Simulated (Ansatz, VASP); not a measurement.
TaN in VASP and in Ansatz

Contents of INCAR:

```
SYSTEM = TaN
PREC = Accurate
ENCUT = 520
EDIFF = 1E-7
ISMEAR = 0
SIGMA = 0.15
LREAL = .FALSE.
LASPH = .TRUE.
NELM = 80
ALGO = Normal
ISIF = 2
LWAVE = .FALSE.
LCHARG = .TRUE.
GGA = PS
LELF = .TRUE.
LVHAR = .TRUE.
NBANDS = 24
```

Contents of KPOINTS:

```
Automatic mesh
0
G
  15 15 8
  0 0 0
```

Contents of POSCAR:

```
TaN
1.0
    2.9663217678      0.0000000000      0.0000000000
   -1.4831608839      2.5689100068      0.0000000000
    0.0000000000      0.0000000000      5.8600190937
Ta N
2 2
Direct
   -0.0327774590      0.0000000000      0.0000000000
    0.0327774590      0.0000000000      0.5000000000
    0.3333333333      0.6666666667      0.2500000000
    0.6666666667      0.3333333333      0.7500000000
```

Input for Ansatz:

```yaml
crystal:
  lattice:
    - [2.9663217678, 0.0, 0.0]
    - [-1.4831608839, 2.5689100068, 0.0]
    - [0.0, 0.0, 5.8600190937]
  atoms:
    - { symbol: Ta, position: [-0.032777459, 0.0, 0.0] }
    - { symbol: Ta, position: [0.032777459, 0.0, 0.5] }
    - { symbol: "N", position: [0.3333333333, 0.6666666667, 0.25] }
    - { symbol: "N", position: [0.6666666667, 0.3333333333, 0.75] }
basis:
  ecutwfc: 520.0
kpoints:
  mp_grid: { grid: [15, 15, 8] }
hamiltonian:
  xc: pbesol
  pseudopotentials: { kind: paw, azcp: { folder: soft_1 } }
scf:
  occupations: { method: gaussian, width: 0.15 }
output:
  forces: true
  stress: true
  eigenvalues: true
```

Change from the starting cell: mode 4 frozen in at -0.095 Å, equal normal strain along x and y +0.0267.

Alike in both runs: task single point; functional PBEsol; k mesh 15 × 15 × 8; occupations gaussian, width 0.15 eV; no spin polarisation.

|  | VASP | Ansatz |
| --- | --- | --- |
| version | VASP 6.6.1 | Ansatz 0.2.0 |
| potentials or method | VASP PAW PBE potentials, release 64 (Ta_pv, N), cutoff 520 eV | scalar-relativistic, plane waves, PAW |
| valence electrons in the cell | 32 | 36 |

```tsv
	VASP	Ansatz	Ansatz less VASP
gap on the k mesh at the Fermi level (eV)	none	none	-
pressure (GPa)	-13.6	-14.4	-0.77
traceless stress, the component that is largest in VASP (GPa)	8.57	8.46	-0.107
rms of the force components (eV/Å)	0.486	0.483	-0.0029
```

VASP's potentials were made for PBE, not for PBEsol, and Ansatz warns of the same on its side. Atom by atom the forces differ by 0.003 eV/Å (rms over components). A gap of «none» marks a metal or a gap that the smearing closes. The functional is the same, so the differences come from potentials, cutoffs and numerics. VASP's potentials hold 32 valence electrons a cell and Ansatz's 36, so a difference there can come from the potentials and not from the codes.

Neither program's run includes spin-orbit coupling.
